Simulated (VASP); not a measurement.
A run of VASP 6.6.1 is set up as follows.

Contents of INCAR:

```
SYSTEM = W
PREC = Accurate ; ENCUT = 520
EDIFF = 1E-6 ; ISMEAR = -1
SIGMA = 0.1 ; LREAL = .FALSE.
LASPH = .TRUE. ; NELM = 100
ALGO = Normal ; ISIF = 2
LWAVE = .FALSE. ; LCHARG = .TRUE.
GGA = PE ; LELF = .TRUE.
LVHAR = .TRUE. ; NBANDS = 21
```

The input KPOINTS:

```
regular mesh
0
G
  12 12 12
  0 0 0
```

POSCAR

```
W
1.0
    0.0000000000      2.3889842448      2.3889842448
    2.3889842448      0.0000000000      2.3889842448
    2.3889842448      2.3889842448      0.0000000000
W
2
Direct
   -0.1250000000     -0.1250000000     -0.1250000000
    0.1250000000      0.1250000000      0.1250000000
```

Potentials or basis: VASP PAW PBE potentials, release 64 (W_sv).

Command:

```sh
$ cat potpaw_PBE.64/W_sv/POTCAR > POTCAR
$ mpirun -np 1 vasp_std > vasp.out
```

Estimate the pressure.

248.1 GPa.

Predict the band gap on the k mesh.

zero (bands 14 and 15 overlap by 1.25 eV).

Caveat: atoms lie so close that the PAW spheres overlap strongly, which falsifies energies and pressures; the cell stands under pressure; spin-orbit coupling is left out, which moves the levels of the heavy elements.
